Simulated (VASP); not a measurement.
Write the native input for VASP 6.6.1 that does the following.

```
Task                   : electric field gradients
Functional             : r2SCAN
Potentials or basis    : VASP PAW PBE potentials, release 64 (Si, N)
Cutoff                 : 520 eV
k mesh                 : 4 × 4 × 10
Occupations            : fermi-dirac, width 0.02 eV
Spin                   : no spin polarisation
Dipole correction      : no
Further INCAR settings : ALGO = Normal; EDIFF = 1e-08; NBANDS = 45
```

Si3N4:

```xyz
14
Lattice="7.6093 0.0000 0.0000 -3.8047 6.5898 0.0000 0.0000 0.0000 2.9079" Properties=species:S:1:pos:R:3 pbc="T T T"
Si   -1.5978    5.0595    0.7270
Si    2.4288    1.1460    2.1809
Si    0.2219    2.6764    0.7270
Si    5.4024    1.5304    2.1809
Si    1.3759    5.4438    0.7270
Si    3.5828    3.9135    2.1809
N     0.0000    4.3932    0.7270
N     3.8047    2.1966    2.1809
N     2.3961    0.1963    0.7270
N     1.0281    2.1732    2.1809
N     6.2413    1.9770    0.7270
N     1.4085    6.3936    2.1809
N     2.7766    4.4166    0.7270
N    -2.4366    4.6129    2.1809
```

These files were run (other wordings do the same):

POSCAR

```
Si3N4
1.0
    7.6093000000      0.0000000000      0.0000000000
   -3.8046500000      6.5898471050      0.0000000000
    0.0000000000      0.0000000000      2.9079000000
Si N
6 8
Direct
    0.1739076046      0.7677713751      0.2500000000
    0.4061362295      0.1739076046      0.7500000000
    0.2322286249      0.4061362295      0.2500000000
    0.8260923954      0.2322286249      0.7500000000
    0.5938637705      0.8260923954      0.2500000000
    0.7677713751      0.5938637705      0.7500000000
    0.3333333333      0.6666666667      0.2500000000
    0.6666666667      0.3333333333      0.7500000000
    0.3297847812      0.0297818417      0.2500000000
    0.3000029395      0.3297847812      0.7500000000
    0.9702181583      0.3000029395      0.2500000000
    0.6702152188      0.9702181583      0.7500000000
    0.6999970605      0.6702152188      0.2500000000
    0.0297818417      0.6999970605      0.7500000000
```

INCAR.step1

```
PREC     = Accurate       # precision mode
ENCUT    = 520            # plane-wave cutoff, eV
ISMEAR   = -1             # smearing method
SIGMA    = 0.02           # smearing width, eV
LREAL    = False          # projectors in reciprocal space
LASPH    = True           # aspherical terms in the spheres
NELM     = 60             # most SCF steps
NBANDS   = 45             # bands
GGA      = PE             # functional
ALGO     = Normal         # electronic algorithm
EDIFF    = 1E-4           # SCF threshold, eV
LWAVE    = True           # write WAVECAR
LCHARG   = False          # write CHGCAR
```

INCAR.step2

```
PREC     = Accurate       # precision mode
ENCUT    = 520            # plane-wave cutoff, eV
EDIFF    = 1E-8           # SCF threshold, eV
ISMEAR   = -1             # smearing method
SIGMA    = 0.02           # smearing width, eV
LREAL    = False          # projectors in reciprocal space
LASPH    = True           # aspherical terms in the spheres
NELM     = 60             # most SCF steps
ALGO     = Normal         # electronic algorithm
ISIF     = 2              # what is computed and relaxed
LWAVE    = False          # write WAVECAR
LCHARG   = False          # write CHGCAR
METAGGA  = R2SCAN         # meta-GGA
LMIXTAU  = True         
LEFG     = True         
NBANDS   = 45             # bands
ISTART   = 1
```

KPOINTS

```
regular mesh
0
Gamma
  4 4 10
```

Potentials or basis: VASP PAW PBE potentials, release 64 (Si, N).

Command:

```sh
$ cat potpaw_PBE.64/Si/POTCAR potpaw_PBE.64/N/POTCAR > POTCAR
$ cp INCAR.step1 INCAR
$ mpirun -np 1 vasp_std > vasp.out
$ cp INCAR.step2 INCAR
$ mpirun -np 1 vasp_std > vasp.out
```

Results of the run:

```
Pressure                                : -0.8 GPa
Largest force                           : 0.051 eV/Å
Band gap on the k mesh                  : 4.98 eV (least direct gap 5.18 eV)
Largest electric field gradient by atom : Si +9.7; N -46.6, -46.3 (each value once) V/Å²
```

Caveat: without QUAD_EFG the Cq values of the log hold for a quadrupole moment of 1 mb, not for the nuclei; the PAW data sets were made with another functional, which shifts forces and pressure a little.

Wall time 5.8 min on 1 thread of Intel(R) Xeon(R) 6975P-C (Granite Rapids), on a shared host, peak memory 0.36 GiB.
